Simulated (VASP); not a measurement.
# SnTe (F-43m) in VASP: notebook, part 2 of 2

VASP 6.6.1. The steps go on from the part before.

## (3) Single point, r2SCAN+rVV10

This run uses another cell than the first one, of 45.06 Å³/atom.

The input, POSCAR:

```
SnTe
1.0
    0.0000000000      3.5584506722      3.5584506722
    3.5584506722      0.0000000000      3.5584506722
    3.5584506722      3.5584506722      0.0000000000
Te Sn
1 1
Direct
    0.2500000000      0.2500000000      0.2500000000
    0.0000000000      0.0000000000      0.0000000000
```

The input, INCAR.step1:

```
SYSTEM = SnTe
  PREC = Accurate
  ENCUT = 520
  ISMEAR = -1
  SIGMA = 0.05
  LREAL = .False.
  LASPH = .True.
  NELM = 100
  NBANDS = 17
  GGA = PE
  ALGO = Normal
  EDIFF = 1E-4
  LWAVE = .True.
  LCHARG = .False.
```

The input, INCAR.step2:

```
SYSTEM = SnTe
  PREC = Accurate
  ENCUT = 520
  EDIFF = 1E-6
  ISMEAR = -1
  SIGMA = 0.05
  LREAL = .False.
  LASPH = .True.
  NELM = 100
  ALGO = Normal
  ISIF = 2
  LWAVE = .False.
  LCHARG = .False.
  METAGGA = R2SCAN
  LMIXTAU = .True.
  LUSE_VDW = .True.
  IVDW_NL = 2
  BPARAM = 11.95
  CPARAM = 0.0093
  NBANDS = 17
  ISTART = 1
```

The input, KPOINTS:

```
regular mesh
0
Gamma
  7 7 7
  0 0 0
```

Potentials or basis: VASP PAW PBE potentials, release 64 (Te, Sn_d).

Run with:

```bash
$ cat potpaw_PBE.64/Te/POTCAR potpaw_PBE.64/Sn_d/POTCAR > POTCAR
$ cp INCAR.step1 INCAR
$ mpirun -np 1 vasp_std > vasp.out
$ cp INCAR.step2 INCAR
$ mpirun -np 1 vasp_std > vasp.out
```

OUTCAR:

```text
SYSTEM = SnTe
   PREC = Accurate
   ENCUT = 520
   EDIFF = 1E-6
   ISMEAR = -1
   LREAL = .False.
   LASPH = .True.
   NELM = 100
   ISIF = 2
   METAGGA = R2SCAN
   IVDW_NL = 2
   BPARAM = 11.95
   ISTART = 1

 ion  position               nearest neighbor table
   1  0.250  0.250  0.250-   2 3.08   2 3.08   2 3.08   2 3.08
   2  0.000  0.000  0.000-   1 3.08   1 3.08   1 3.08   1 3.08

  LATTYP: Found a face centered cubic cell.
 ALAT       =     7.1169013444

  Lattice vectors:

 A1 = (   0.0000000000,   3.5584506722,   3.5584506722)
 A2 = (   3.5584506722,   0.0000000000,   3.5584506722)
 A3 = (   3.5584506722,   3.5584506722,   0.0000000000)

Analysis of symmetry for initial positions (statically):
=====================================================================
 Subroutine PRICEL returns:
 Original cell was already a primitive cell.

 Routine SETGRP: Setting up the symmetry group for a
 face centered cubic supercell.

 Subroutine GETGRP returns: Found 24 space group operations
 (whereof 24 operations were pure point group operations)
 out of a pool of 48 trial point group operations.
[... 156 lines left out ...]
  free energy    TOTEN  =       -49.40261369 eV

  energy without entropy =      -49.40047034  energy(sigma->0) =      -49.40154202

 E-fermi :   3.4602     XC(G=0):  -8.2264

 val. band max:        3.3022424658   @ k =  -0.2857   0.4286   0.1429
 cond. band min:       3.5413185648   @ k =   0.4286   0.4286   0.0000
 fundamental gap:      0.2390760990
 Fermi energy:         3.4602275608

 k-point     1 :       0.0000    0.0000    0.0000
  band No.  band energies     occupation
      1     -19.0667      2.00000
      2     -19.0667      2.00000
      3     -19.0667      2.00000
      4     -19.0500      2.00000
      5     -19.0500      2.00000
      6      -8.8484      2.00000
[... 377 lines left out ...]
      4     -19.0505      2.00000
      5     -19.0495      2.00000
      6      -7.9531      2.00000
[... 9 lines left out ...]
     16      11.2055      0.00000
     17      12.5968      0.00000

------------------------ aborting loop because EDIFF is reached ----------------------------------------

  FORCE on cell =-STRESS in cart. coord.  units (eV):
  Direction    XX          YY          ZZ          XY          YZ          ZX
  --------------------------------------------------------------------------------------
  -------------------------------------------------------------------------------------
  Total        0.0423168      0.0423168      0.0423168      0.0000000      0.0000000     -0.0000000
  in kB        0.7523339      0.7523339      0.7523339      0.0000000      0.0000000     -0.0000000
  external PRESSURE =       0.7523339 kB  Pullay stress =       0.0000000 kB

 VOLUME and BASIS-vectors are now :
 -----------------------------------------------------------------------------
  energy-cutoff  :      520.00
  volume of cell :       90.12
      direct lattice vectors                 reciprocal lattice vectors
     0.000000000  3.558450672  3.558450672    -0.140510589  0.140510589  0.140510589
     3.558450672  0.000000000  3.558450672     0.140510589 -0.140510589  0.140510589
     3.558450672  3.558450672  0.000000000     0.140510589  0.140510589 -0.140510589

 POSITION                                       TOTAL-FORCE (eV/Angst)
 -----------------------------------------------------------------------------------
      1.77923      1.77923      1.77923        -0.000000     -0.000000      0.000000
      0.00000      0.00000      0.00000         0.000000      0.000000     -0.000000
 -----------------------------------------------------------------------------------
    total drift:                                0.000002      0.000002      0.000002

  FREE ENERGIE OF THE ION-ELECTRON SYSTEM (eV)
  ---------------------------------------------------
  free  energy   TOTEN  =       -49.4026136928 eV

  energy  without entropy=      -49.4004703411  energy(sigma->0) =      -49.40154202
```

OUTCAR.step1:

```text
SYSTEM = SnTe
   PREC = Accurate
   ENCUT = 520
   ISMEAR = -1
   LREAL = .False.
   LASPH = .True.
[... 614 lines left out ...]
      1.77923      1.77923      1.77923         0.000000      0.000000      0.000000
      0.00000      0.00000      0.00000        -0.000000     -0.000000     -0.000000
 -----------------------------------------------------------------------------------
    total drift:                               -0.000000     -0.000000     -0.000000

  FREE ENERGIE OF THE ION-ELECTRON SYSTEM (eV)
  ---------------------------------------------------
  free  energy   TOTEN  =        -7.0519486842 eV

  energy  without entropy=       -7.0495614547  energy(sigma->0) =       -7.05075507
```

It took 1.9 min on 1 thread of AMD EPYC 9R45 (Zen 5), shared host; peak memory 0.47 GiB.

Results:

```yaml
Free_energy: -49.4026 eV
Pressure: 0.1 GPa
Band_gap_on_the_k_mesh: 0.24 eV (least direct gap 0.84 eV)
```

Caveat: semilocal functionals underestimate gaps, and a narrow one can read as zero; the PAW data sets were made with another functional, which shifts forces and pressure a little; spin-orbit coupling is left out, which moves the levels of the heavy elements; an odd mesh through Γ misses points on the zone boundary, where band edges can lie.

## (4) Single point, r2SCAN+D3(BJ)

The input, POSCAR:

```
SnTe
1.0
    0.0000000000      3.5699155479      3.5699155479
    3.5699155479      0.0000000000      3.5699155479
    3.5699155479      3.5699155479      0.0000000000
Te Sn
1 1
Direct
    0.2500000000      0.2500000000      0.2500000000
    0.0000000000      0.0000000000      0.0000000000
```

The input, INCAR.step1:

```
ALGO = Normal ; EDIFF = 1E-4
ENCUT = 520 ; GGA = PE
ISMEAR = -1 ; LASPH = T
LCHARG = F ; LREAL = F
LWAVE = T ; NBANDS = 17
NELM = 100 ; PREC = Accurate
SIGMA = 0.05
```

The input, INCAR.step2:

```
ALGO = Normal ; EDIFF = 1E-6
ENCUT = 520 ; ISIF = 2
ISMEAR = -1 ; ISTART = 1
IVDW = 12 ; LASPH = T
LCHARG = F ; LMIXTAU = T
LREAL = F ; LWAVE = F
METAGGA = R2SCAN ; NBANDS = 17
NELM = 100 ; PREC = Accurate
SIGMA = 0.05 ; VDW_A1 = 0.49484001
VDW_A2 = 5.73083694 ; VDW_S6 = 1.0
VDW_S8 = 0.78981345
```

The input, KPOINTS:

```
k-points
0
Gamma
  7 7 7
```

Run with:

```bash
$ cat potpaw_PBE.64/Te/POTCAR potpaw_PBE.64/Sn_d/POTCAR > POTCAR
$ cp INCAR.step1 INCAR
$ mpirun -np 1 vasp_std > vasp.out
$ cp INCAR.step2 INCAR
$ mpirun -np 1 vasp_std > vasp.out
```

It took 74 s on 1 thread of AMD EPYC 9R45 (Zen 5), shared host; peak memory 0.24 GiB.

Results (log left out):

| Item | Value |
| --- | --- |
| Free energy | -50.3483 eV |
| Pressure | -0.1 GPa |
| Band gap on the k mesh | 0.31 eV (least direct gap 0.89 eV) |
| Dispersion energy per atom | -0.141 eV |

Levels at points of the mesh, in eV from the valence-band top:
```tsv
k point	band 8	band 9	band 10	band 11	band 12	band 13
(0.00, 0.00, 0.00)	-2.05	-2.05	-2.05	1.21	1.21	1.21
```

Caveat: three body term missing; semilocal functionals underestimate gaps, and a narrow one can read as zero; the PAW data sets were made with another functional, which shifts forces and pressure a little; spin-orbit coupling is left out, which moves the levels of the heavy elements; an odd mesh through Γ misses points on the zone boundary, where band edges can lie.

## (5) Single point, r2SCAN+D4

The input, POSCAR:

```
SnTe
1.0
    0.0000000000      3.5692168420      3.5692168420
    3.5692168420      0.0000000000      3.5692168420
    3.5692168420      3.5692168420      0.0000000000
Te Sn
1 1
Direct
    0.2500000000      0.2500000000      0.2500000000
    0.0000000000      0.0000000000      0.0000000000
```

The input, INCAR.step1:

```
  ALGO = Normal
  EDIFF = 1E-4
  ENCUT = 520
  GGA = PE
  ISMEAR = -1
  LASPH = T
  LCHARG = F
  LREAL = F
  LWAVE = T
  NBANDS = 17
  NELM = 100
  PREC = Accurate
  SIGMA = 0.05
```

The input, INCAR.step2:

```
  ALGO = Normal
  EDIFF = 1E-6
  ENCUT = 520
  ISIF = 2
  ISMEAR = -1
  ISTART = 1
  IVDW = 13
  LASPH = T
  LCHARG = F
  LMIXTAU = T
  LREAL = F
  LWAVE = F
  METAGGA = R2SCAN
  NBANDS = 17
  NELM = 100
  PREC = Accurate
  SIGMA = 0.05
  VDW_A1 = 0.51559235
  VDW_A2 = 5.77342911
  VDW_S6 = 1.0
  VDW_S8 = 0.6018749
```

KPOINTS is that of step 4.

Run with:

```bash
$ cat potpaw_PBE.64/Te/POTCAR potpaw_PBE.64/Sn_d/POTCAR > POTCAR
$ cp INCAR.step1 INCAR
$ mpirun -np 1 vasp_std > vasp.out
$ cp INCAR.step2 INCAR
$ mpirun -np 1 vasp_std > vasp.out
```

Wall time 75 s (1 thread of AMD EPYC 9R45 (Zen 5), shared host); peak memory 0.23 GiB.

It converged, with:

```
Free energy                : -50.2933 eV
Pressure                   : 0.0 GPa
Band gap on the k mesh     : 0.31 eV (least direct gap 0.89 eV)
Dispersion energy per atom : -0.113 eV
```

Levels at points of the mesh, in eV from the valence-band top:
```
           k point  band 8  band 9  band 10  band 11  band 12  band 13
(0.00, 0.00, 0.00)   -2.06   -2.06    -2.06     1.21     1.21     1.21
```

Caveat: semilocal functionals underestimate gaps, and a narrow one can read as zero; the PAW data sets were made with another functional, which shifts forces and pressure a little; spin-orbit coupling is left out, which moves the levels of the heavy elements; an odd mesh through Γ misses points on the zone boundary, where band edges can lie.

## (6) Overview

| level | cell | gap on the mesh (eV) | pressure (GPa) |
| --- | --- | --- | --- |
| r2SCAN+D3(BJ) | a = 5.046 Å, angles 60.0°, 2 atoms | 0.31 | 0.0 |
| r2SCAN+rVV10 | a = 5.032 Å, angles 60.0°, 2 atoms | 0.24 | 0.1 |
| r2SCAN+D3(BJ) | a = 5.049 Å, angles 60.0°, 2 atoms | 0.31 | -0.1 |
| r2SCAN+D4 | a = 5.048 Å, angles 60.0°, 2 atoms | 0.31 | 0.0 |

Alike in all rows: task single point; potentials or basis VASP PAW PBE potentials, release 64 (Te, Sn_d); no spin polarisation; k mesh 7 × 7 × 7; cutoff (eV) 520; smearing fermi-dirac 0.05 eV.

Caveats: semilocal functionals underestimate gaps, and a narrow one can read as zero; the PAW data sets were made with another functional, which shifts forces and pressure a little; spin-orbit coupling is left out, which moves the levels of the heavy elements; an odd mesh through Γ misses points on the zone boundary, where band edges can lie; three body term missing (at least some runs).

Absolute energies hang on the potentials; compare differences alone.
